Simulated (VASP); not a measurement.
# Hf in VASP: single point with PBE+D3(BJ)

Aim: the single point of Hf with PBE+D3(BJ).

All numbers are computed with VASP 6.6.1; they aren't measurements. Logs are shortened: lines on timing, memory, paths and dates and some standing lists are left out, and cuts for length are marked.

## (1) The cell of the first run

The cell holds a slab with vacuum, 16 atoms: a = 6.340 Å, b = 6.340 Å, c = 25.530 Å, α = 90.00°, β = 90.00°, γ = 120.00°.

## (2) Single point, PBE+D3(BJ)

INCAR reads:

```
SYSTEM = Hf
PREC = Accurate
ENCUT = 400
EDIFF = 1E-6
ISMEAR = 0
SIGMA = 0.1
LREAL = .False.
LASPH = .True.
NELM = 120
ALGO = Normal
ISIF = 2
LWAVE = .False.
LCHARG = .False.
LDIPOL = .True.
IDIPOL = 3
DIPOL = 0.5 0.5 0.462
GGA = PE
IVDW = 12
NBANDS = 94
GGA_COMPAT = .False.
NELMDL = -8
```

KPOINTS reads:

```
regular mesh
0
Gamma
  4 4 1
  0 0 0
```

POSCAR reads:

```
Hf
1.0
    6.3396999943      0.0000000000      0.0000000000
   -3.1698499972      5.4903412475      0.0000000000
    0.0000000000      0.0000000000     25.5295434703
Hf
16
Direct
    0.3333333333      0.1666666667      0.3133624387
    0.3333333333      0.6666666667      0.3133624387
    0.8333333333      0.1666666667      0.3133624387
    0.8333333333      0.6666666667      0.3133624387
    0.1666666667      0.3333333333      0.4116739430
    0.1666666667      0.8333333333      0.4116739430
    0.6666666667      0.3333333333      0.4116739430
    0.6666666667      0.8333333333      0.4116739430
    0.3312391273      0.1593032757      0.5146924712
    0.3351031317      0.6651298999      0.5108664121
    0.8276115386      0.1726371685      0.5114016208
    0.8409791383      0.6690168013      0.5146933224
    0.1533077731      0.3208569518      0.6068103114
    0.1830992817      0.8172341838      0.6150260717
    0.6499234537      0.3498334562      0.6142516649
    0.6792216223      0.8468360068      0.6068006805
```

Potentials or basis: VASP PAW PBE potentials, release 64 (Hf_pv).

Launch:

```sh
> cat potpaw_PBE.64/Hf_pv/POTCAR > POTCAR
> mpirun -np 1 vasp_std > vasp.out
```

OUTCAR:

```text
SYSTEM = Hf
   PREC = Accurate
   ENCUT = 400
   EDIFF = 1E-6
   ISMEAR = 0
   LREAL = .False.
   LASPH = .True.
   NELM = 120
   ISIF = 2
   GGA = PE
   IVDW = 12
   NELMDL = -8
 IVDW          = 12

 ion  position               nearest neighbor table
   1  0.333  0.167  0.313-   5 3.11   7 3.11   6 3.11   3 3.17   3 3.17   4 3.17   4 3.17   2 3.17
                             2 3.17
   2  0.333  0.667  0.313-   6 3.11   8 3.11   5 3.11   4 3.17   4 3.17   3 3.17   3 3.17   1 3.17
                             1 3.17
   3  0.833  0.167  0.313-   7 3.11   5 3.11   8 3.11   1 3.17   1 3.17   2 3.17   2 3.17   4 3.17
                             4 3.17
   4  0.833  0.667  0.313-   8 3.11   6 3.11   7 3.11   2 3.17   2 3.17   1 3.17   1 3.17   3 3.17
                             3 3.17
   5  0.167  0.333  0.412-   1 3.11   3 3.11   2 3.11  10 3.12  11 3.15   7 3.17   7 3.17   8 3.17
                             8 3.17   6 3.17   6 3.17   9 3.22
   6  0.167  0.833  0.412-   2 3.11   4 3.11   1 3.11  10 3.14   8 3.17   8 3.17   7 3.17   7 3.17
                             5 3.17   5 3.17  12 3.18   9 3.18
   7  0.667  0.333  0.412-  11 3.10   3 3.11   1 3.11   4 3.11   5 3.17   5 3.17   6 3.17   6 3.17
                             8 3.17   8 3.17   9 3.21  12 3.21
   8  0.667  0.833  0.412-   4 3.11   2 3.11   3 3.11  10 3.12  11 3.16   6 3.17   6 3.17   5 3.17
                             5 3.17   7 3.17   7 3.17  12 3.22
   9  0.331  0.159  0.515-  13 3.00  15 3.09  11 3.11  12 3.11  10 3.15  14 3.18   6 3.18  10 3.20
                             7 3.21   5 3.22  12 3.23  11 3.24
  10  0.335  0.665  0.511-  16 3.09  13 3.09   8 3.12   5 3.12   6 3.14  14 3.14  12 3.15   9 3.15
                            11 3.17  11 3.17   9 3.20  12 3.20
  11  0.828  0.173  0.511-  13 3.02  16 3.02   7 3.10  12 3.11   9 3.11   5 3.15   8 3.16  10 3.17
                            10 3.17   9 3.24  12 3.24  15 3.27
  12  0.841  0.669  0.515-  16 3.00  15 3.09  11 3.11   9 3.11  10 3.15  14 3.18   6 3.18  10 3.20
                             7 3.21   8 3.22   9 3.23  11 3.24
  13  0.153  0.321  0.607-   9 3.00  16 3.01  11 3.02  14 3.06  15 3.07  10 3.09  15 3.29  14 3.30
                            16 3.33
  14  0.183  0.817  0.615-  16 3.06  13 3.06  10 3.14   9 3.18  12 3.18  15 3.19  15 3.19  13 3.30
                            16 3.30
  15  0.650  0.350  0.614-  13 3.07  16 3.07   9 3.09  12 3.09  14 3.19  14 3.19  11 3.27  16 3.29
                            13 3.29
  16  0.679  0.847  0.607-  12 3.00  13 3.01  11 3.02  14 3.06  15 3.07  10 3.09  15 3.29  14 3.30
                            13 3.33

  LATTYP: Found a hexagonal cell.
 ALAT       =     6.3396999943
 C/A-ratio  =     4.0269324248

  Lattice vectors:

 A1 = (   6.3396999943,   0.0000000000,   0.0000000000)
 A2 = (  -3.1698499972,   5.4903412475,   0.0000000000)
 A3 = (   0.0000000000,   0.0000000000,  25.5295434703)

Analysis of symmetry for initial positions (statically):
=====================================================================
 Subroutine PRICEL returns:
 Original cell was already a primitive cell.

 Routine SETGRP: Setting up the symmetry group for a
 hexagonal supercell.

 Subroutine GETGRP returns: Found  1 space group operations
 (whereof  1 operations were pure point group operations)
 out of a pool of 24 trial point group operations.

The static configuration has the point symmetry C_1 .

Analysis of symmetry for dynamics (positions and initial velocities):
=====================================================================
 Subroutine PRICEL returns:
 Original cell was already a primitive cell.

 Routine SETGRP: Setting up the symmetry group for a
 hexagonal supercell.

 Subroutine GETGRP returns: Found  1 space group operations
 (whereof  1 operations were pure point group operations)
 out of a pool of 24 trial point group operations.

The dynamic configuration has the point symmetry C_1 .

 Subroutine INISYM returns: Found  1 space group operations
 (whereof  1 operations are pure point group operations),
 and found     1 'primitive' translations

----------------------------------------------------------------------------------------

                                     Primitive cell

  volume of cell :     888.6098

  direct lattice vectors                    reciprocal lattice vectors
     6.339699994  0.000000000  0.000000000     0.157736171  0.091069021  0.000000000
    -3.169849997  5.490341247  0.000000000     0.000000000  0.182138041  0.000000000
     0.000000000  0.000000000 25.529543470     0.000000000  0.000000000  0.039170305

[... 59 lines left out ...]
     0.000000000  0.000000000  0.000000000

 Subroutine IBZKPT returns following result:
 ===========================================

 Found     10 irreducible k-points:

 Following reciprocal coordinates:
            Coordinates               Weight
  0.000000  0.000000  0.000000      1.000000
  0.250000  0.000000  0.000000      2.000000
  0.000000  0.250000  0.000000      2.000000
 -0.250000  0.250000  0.000000      2.000000
  0.500000  0.000000  0.000000      1.000000
  0.000000  0.500000  0.000000      1.000000
  0.500000  0.500000  0.000000      1.000000
  0.250000  0.250000  0.000000      2.000000
 -0.250000  0.500000  0.000000      2.000000
  0.500000  0.250000  0.000000      2.000000
   k-points           NKPTS =     10   k-points in BZ     NKDIM =     10   number of bands    NBANDS=     94
   number of dos      NEDOS =    301   number of ions     NIONS =     16
   total plane-waves  NPLWV = 296352
   dimension x,y,z NGX =    42 NGY =   42 NGZ =  168
   dimension x,y,z NGXF=    84 NGYF=   84 NGZF=  336
   ions per type =              16
   NGX,Y,Z   is equivalent  to a cutoff of  11.01, 11.01, 10.94 a.u.
   NGXF,Y,Z  is equivalent  to a cutoff of  22.03, 22.03, 21.88 a.u.
 SYSTEM =  Hf
   PREC   = accura    normal or accurate (medium, high low for compatibility)
   ISTART =      0    job   : 0-new  1-cont  2-samecut
   ICHARG =      2    charge: 1-file 2-atom 10-const
   ISPIN  =      1    spin polarized calculation?
   LNONCOLLINEAR =      F non collinear calculations
   LSORBIT =      F    spin-orbit coupling
   LASPH  =      T    aspherical Exc in radial PAW
   ENCUT  =  400.0 eV  29.40 Ry    5.42 a.u.  10.34 10.34 41.63*2*pi/ulx,y,z
   NELM   =    120;   NELMIN=  2; NELMDL= -8     # of ELM steps
   EDIFF  = 0.1E-05   stopping-criterion for ELM
   LREAL  =      F    real-space projection
   EDIFFG = 0.1E-04   stopping-criterion for IOM
   NSW    =      0    number of steps for IOM
   IBRION =     -1    ionic relax: 0-MD 1-quasi-New 2-CG
   NFREE  =      0    steps in history (QN), initial steepest desc. (CG)
   ISIF   =      2    stress and relaxation
   ISYM   =      2    0-nonsym 1-usesym 2-fastsym
   POTIM  = 0.5000    time-step for ionic-motion
   TEBEG  =    0.0;   TEEND  =   0.0 temperature during run
   PSTRESS=    0.0 pullay stress
   NELECT =     160.0000    total number of electrons
   NUPDOWN=      -1.0000    fix difference up-down
   EMIN   =  10.00;   EMAX   =-10.00  energy-range for DOS
   EFERMI =   0.00;   METHOD = LEGACY
   ISMEAR =     0;   SIGMA  =   0.10  broadening in eV -4-tet -1-fermi 0-gaus
   EFERMI_NEDOS =   21; number of points for ismear=-14 and -15
   IALGO  =     38    algorithm
   IMIX   =      4    mixing-type and parameters
     AMIX     =   0.40;   BMIX     =  1.00
     AMIX_MAG =   1.60;   BMIX_MAG =  1.00
  volume/ion in A,a.u.               =      55.54       374.79
  Fermi-wavevector in a.u.,A,eV,Ry     =   0.924438  1.746935 11.627343  0.854586
  Thomas-Fermi vector in A             =   2.050184
   LORBIT       =      0    0 simple, 1 ext, 2 COOP (PROOUT), +10 PAW based schemes
   GGA     = PE    functional components
   LHFCALC =     F    Hartree Fock is set to
   AEXX    =    0.0000 exact exchange contribution
   IVDW    =    12    specifies the selected vdW correction
   LEPSILON=     F    determine dielectric tensor
   LRPA    =     F    only Hartree local field effects (RPA)
 non-spin polarized calculation
 Gauss-broadening in eV      SIGMA  =   0.10
  energy-cutoff  :      400.00
  volume of cell :      888.61
 maximum number of plane-waves:     16172
 NGX is ok and might be reduce to    42
   NGX = 21   NGY = 21   NGZ = 83

 dipolmoment           0.000000      0.000000      0.004063 electrons x Angstroem

 number of electron     159.9999990 magnetization

 dipolmoment           0.000000      0.000000     -0.008704 electrons x Angstroem

 Free energy of the ion-electron system (eV)
  ---------------------------------------------------
  ext. energy  EPLUGINS =         0.00000000
  ---------------------------------------------------
  free energy    TOTEN  =      -150.80836879 eV

  energy without entropy =     -150.67313475  energy(sigma->0) =     -150.74075177

 E-fermi :  -0.5278     XC(G=0):  -5.3568

 val. band max:       -0.5330965269   @ k =   0.0000   0.5000   0.0000
 cond. band min:      -0.5273316427   @ k =   0.0000   0.5000   0.0000
 fundamental gap:      0.0057648842
 Fermi energy:        -0.5277637032

 k-point     1 :       0.0000    0.0000    0.0000
  band No.  band energies     occupation
      1     -31.6791      2.00000
      2     -31.6471      2.00000
      3     -31.6341      2.00000
      4     -31.6316      2.00000
      5     -31.6298      2.00000
      6     -31.6240      2.00000
[... 939 lines left out ...]
     91       0.0778      0.00000
     92       0.2029      0.00000
 [bands above 92 left out]

------------------------ aborting loop because EDIFF is reached ----------------------------------------

 vacuum level on the upper side and lower side of the slab       (xc-potential included)        -0.247        -0.203

 Edisp (eV)   -5.33114

 E8    (eV) :    -2.9494

  FORCE on cell =-STRESS in cart. coord.  units (eV):
  Direction    XX          YY          ZZ          XY          YZ          ZX
  --------------------------------------------------------------------------------------
  -------------------------------------------------------------------------------------
  Total     -10.18582   -10.07960   -11.39027     0.12353     0.10128    -0.17225
  in kB     -18.36520   -18.17368   -20.53683     0.22272     0.18260    -0.31057
  external pressure =      -19.03 kB  Pullay stress =        0.00 kB

 VOLUME and BASIS-vectors are now :
 -----------------------------------------------------------------------------
  energy-cutoff  :      400.00
  volume of cell :      888.61
      direct lattice vectors                 reciprocal lattice vectors
     6.339699994  0.000000000  0.000000000     0.157736171  0.091069021  0.000000000
    -3.169849997  5.490341247  0.000000000     0.000000000  0.182138041  0.000000000
     0.000000000  0.000000000 25.529543470     0.000000000  0.000000000  0.039170305

 POSITION                                       TOTAL-FORCE (eV/Angst)
 -----------------------------------------------------------------------------------
      1.58492      0.91506      8.00000         0.024977     -0.001815      0.632241
     -0.00000      3.66023      8.00000        -0.027514      0.015576      0.580329
      4.75477      0.91506      8.00000        -0.003058      0.002227      0.606801
      3.16985      3.66023      8.00000         0.014615     -0.020628      0.632172
      0.00000      1.83011     10.50985         0.036709     -0.068350     -0.743479
     -1.58492      4.57528     10.50985         0.002986     -0.001689     -0.467562
[... 8 lines left out ...]
      3.01140      1.92071     15.68156         0.689216     -0.391027     -0.663174
      1.62172      4.64942     15.49134        -0.224863     -0.210845     -0.223511
 -----------------------------------------------------------------------------------
    total drift:                               -0.000217      0.000115     -0.002588

  FREE ENERGIE OF THE ION-ELECTRON SYSTEM (eV)
  ---------------------------------------------------
  free  energy   TOTEN  =      -156.1395125437 eV

  energy  without entropy=     -156.0042784975  energy(sigma->0) =     -156.07189552

 vacuum level on the upper side and lower side of the slab         3.598         3.644
```

Run time: 43 min. Hardware: 1 thread of Oxide Virtual Turin-like, shared host; peak memory 0.76 GiB.

Results:

```
Free energy                : -156.1395 eV
Largest force              : 1.065 eV/Å
Band gap on the k mesh     : zero (bands 80 and 81 overlap by 0.74 eV)
Dispersion energy per atom : -0.333 eV
```

Forces in eV/Å, atoms in the order of the input:
```
Hf   0.025 -0.002  0.632
Hf  -0.028  0.016  0.580
Hf  -0.003  0.002  0.607
Hf   0.015 -0.021  0.632
Hf   0.037 -0.068 -0.743
Hf   0.003 -0.002 -0.468
Hf  -0.131  0.076 -0.468
Hf   0.078  0.003 -0.743
Hf  -0.039 -0.023  0.293
Hf   0.086 -0.052  0.715
Hf   0.023 -0.014  0.590
Hf   0.000  0.043  0.296
Hf   0.069  0.301 -0.225
Hf  -0.599  0.343 -0.811
Hf   0.689 -0.391 -0.663
Hf  -0.225 -0.211 -0.224
```

Levels at points of the mesh, in eV from the Fermi level:
```tsv
k point	band 79	band 80	band 81	band 82	band 83	band 84	band 85	band 86	band 87	band 88
(0.00, 0.00, 0.00)	0.45	0.51	0.53	0.55	0.62	1.07	1.07	1.12	1.19	1.20
(0.50, 0.00, 0.00)	-0.42	-0.39	-0.19	-0.15	-0.01	0.00	0.23	0.27	0.27	0.36
(0.00, 0.50, 0.00)	-0.42	-0.39	-0.19	-0.15	-0.01	0.00	0.23	0.27	0.27	0.36
(0.50, 0.50, 0.00)	-0.46	-0.32	-0.19	-0.13	-0.01	0.13	0.20	0.21	0.30	0.31
```

Caveat: spin-orbit coupling is left out, which moves the levels of the heavy elements.
